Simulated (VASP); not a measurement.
MgS:

```
CELL_PARAMETERS angstrom
6.77041 -0.07526 -0.05468
-0.07526 6.95141 0.12192
-0.05468 0.12192 7.09359
ATOMIC_POSITIONS crystal
Mg 0.88648 0.66363 0.34481
Mg 0.14036 0.32760 0.66301
Mg 0.37312 0.65507 0.16475
Mg 0.84560 0.85341 0.85184
Mg 0.64333 0.15329 0.33264
Mg 0.65003 0.32046 0.80764
Mg 0.16211 0.16621 0.15876
Mg 0.30271 0.85290 0.65527
S 0.15330 0.86359 0.36653
S 0.62855 0.65055 0.66660
S 0.86061 0.36650 0.13023
S 0.34563 0.12263 0.85885
S 0.63653 0.84941 0.15343
S 0.84849 0.14848 0.65683
S 0.37854 0.34097 0.35135
S 0.14461 0.66531 0.83746
```

- Program: VASP 6.6.1
- Task: relaxation of cell and atoms
- Functional: PBE
- Potentials or basis: VASP PAW PBE potentials, release 64 (Mg, S)
- Cutoff: 600 eV
- k mesh: 2 × 2 × 2
- Occupations: gaussian, width 0.1 eV
- Spin: no spin polarisation

At the start: pressure 4.2 GPa; volume 20.86 Å³/atom.

How do energy, volume and symmetry change on relaxing?

Over 20 steps the energy falls by 153.0 meV/atom and the volume is 21.23 Å³/atom (+1.8 %); space group P1 (No. 1, to 0.1 Å) before, Pa-3 (No. 205, to 0.1 Å).

The path:
| step | energy change (eV) | largest force (eV/Å) | pressure (GPa) | volume (Å³) |
| --- | --- | --- | --- | --- |
| 1 | 0.0000 | 4.1529 | 4.20 | 333.69 |
| 2 | -1.7115 | 1.1826 | -3.04 | 360.62 |
| 3 | -1.7321 | 1.1564 | -2.42 | 357.03 |
| 4 | -2.1434 | 0.6968 | -0.49 | 343.57 |
| 5 | -2.2121 | 0.5941 | 0.94 | 335.79 |
| 6 | -2.3134 | 0.4398 | 0.26 | 338.66 |
| 7 | -2.3378 | 0.4035 | -0.18 | 340.88 |
| 8 | -2.3856 | 0.2481 | -0.15 | 340.41 |
| 9 | -2.4039 | 0.2217 | -0.08 | 339.88 |
| 10 | -2.4219 | 0.1416 | 0.09 | 338.90 |
| 11 | -2.4271 | 0.1478 | 0.27 | 337.99 |
| 12 | -2.4382 | 0.1168 | -0.18 | 340.37 |
| 13 | -2.4385 | 0.1138 | -0.26 | 340.84 |
| 14 | -2.4444 | 0.0676 | 0.10 | 339.09 |
| 15 | -2.4445 | 0.0604 | 0.08 | 339.21 |
| 16 | -2.4464 | 0.0402 | -0.01 | 339.67 |
| 17 | -2.4465 | 0.0439 | -0.03 | 339.77 |
| 18 | -2.4474 | 0.0276 | 0.00 | 339.62 |
| 19 | -2.4477 | 0.0320 | 0.02 | 339.47 |
| 20 | -2.4483 | 0.0209 | -0.03 | 339.74 |

Final structure:
```
Mg S
1.0
     6.97757    0.00113   -0.00013
     0.00194    6.98180    0.00216
    -0.00231    0.00269    6.97391
Mg S
8 8
Cartesian
  5.8819 4.6011 2.3770
  1.0947 2.3839 4.6007
  2.3938 4.5979 1.1141
  5.8841 5.8740 5.8683
  4.5843 1.1093 2.3795
  4.5841 2.3872 5.8625
  1.0938 1.1116 1.1066
  2.3929 5.8782 4.5972
  1.0004 5.9918 2.4963
  4.4916 4.4873 4.4769
  5.9734 2.5002 0.9882
  2.4881 0.9947 5.9844
  4.4891 5.9911 0.9915
  5.9777 0.9942 4.4793
  2.4853 2.4981 2.4995
  1.0024 4.4846 5.9856
```

Caveat: the k points lie up to 0.45 Å⁻¹ apart in the final cell.
